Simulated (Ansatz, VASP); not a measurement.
One calculation of MnHg, two programs

```
Mn Hg
1.0
     3.32225    0.00000    0.00000
     0.00000    3.32225    0.00000
     0.00000    0.00000    3.32225
Mn Hg
1 1
Direct
  0.50000 0.50000 0.50000
  0.00000 0.00000 0.00000
```

Alike in both runs: functional PBE; k mesh 16 × 16 × 16; occupations gaussian, width 0.1 eV; collinear spin.

Ansatz relaxed the structure, and its values are those at the end. VASP's run is a single point on that final structure, the one shown.

|  | VASP | Ansatz |
| --- | --- | --- |
| version | VASP 6.6.1 | Ansatz 0.2.0 |
| potentials or method | VASP PAW PBE potentials, release 64 (Mn_pv, Hg), cutoff 520 eV | scalar-relativistic, plane waves, PAW |
| valence electrons in the cell | 25 | 35 |

```tsv
	VASP	Ansatz	Ansatz less VASP
gap on the k mesh at the Fermi level (eV)	none	none	-
pressure (GPa)	0.4	0.0	-0.43
net moment per atom (μB)	1.96	1.96	-0.002
size of the moment on the site where the two differ most (μB)	3.84	3.90	+0.057
```

Site moments also hang on the region over which each program counts them. A gap of «none» marks a metal or a gap that the smearing closes. VASP's potentials hold 25 valence electrons a cell and Ansatz's 35, so a difference there can come from the potentials and not from the codes.

Neither program's run includes spin-orbit coupling.
